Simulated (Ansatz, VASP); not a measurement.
## V in VASP and in Ansatz

```xyz
2
Lattice="-3.1847 3.1847 1.2044 3.1847 -3.1847 1.2044 1.7877 1.7877 -1.2044" Properties=species:S:1:pos:R:3 pbc="T T T"
V     4.9723   -1.3969    0.0000
V    -0.6984    2.4861    0.6022
```

Alike in both runs: task single point; functional LDA; k mesh 17 × 17 × 14; occupations fermi-dirac, width 0.1 eV; no spin polarisation.

```csv
,VASP,Ansatz
version,VASP 6.6.1,Ansatz 0.2.0
potentials or method,"VASP PAW LDA potentials, release 64 (V_sv), cutoff 520 eV","plane waves (420 eV) with PAW, scalar-relativistic"
valence electrons in the cell,26,26
```

Ansatz gave:

| Property | Result |
| --- | --- |
| pressure (GPa) | -13.5 |
| traceless stress, the component that is largest in VASP (GPa) | -0.45 |

Question: Which values does VASP return?

Answer: Pressure (GPa): -13.1; traceless stress, the component that is largest in VASP (GPa): -0.45.

Ansatz warns that its potentials were made for another functional, while VASP's fit it. LDA's correlation is that of Perdew and Zunger in VASP and of Perdew and Wang (1992) in Ansatz.
